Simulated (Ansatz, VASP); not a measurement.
**Hf: VASP beside Ansatz**

```
Hf
1.0
     3.11559    0.00000    0.00000
    -1.55780    2.69818    0.00000
     0.00000    0.00000    4.96029
Hf
2
Cartesian
  0.0000 1.7988 1.2401
  1.5578 0.8994 3.7202
```

Alike in both runs: functional LDA; k mesh 12 × 12 × 8; occupations fermi-dirac, width 0.15 eV; no spin polarisation.

Ansatz relaxed the structure, and its values are those at the end. VASP's run is a single point on that final structure, the one shown.

|  | VASP | Ansatz |
| --- | --- | --- |
| version | VASP 6.6.1 | Ansatz 0.2.0 |
| potentials or method | VASP PAW LDA potentials, release 64 (Hf_pv), cutoff 520 eV | scalar-relativistic, plane waves, PAW |
| valence electrons in the cell | 20 | 52 |

```csv
,VASP,Ansatz,Ansatz less VASP
gap on the k mesh at the Fermi level (eV),none,none,-
pressure (GPa),0.1,0.0,-0.09
```

Ansatz warns that its potentials were made for another functional, while VASP's fit it. LDA's correlation is that of Perdew and Zunger in VASP and of Perdew and Wang (1992) in Ansatz. A gap of «none» marks a metal or a gap that the smearing closes. VASP's potentials hold 20 valence electrons a cell and Ansatz's 52, so a difference there can come from the potentials and not from the codes.

Neither program's run includes spin-orbit coupling.
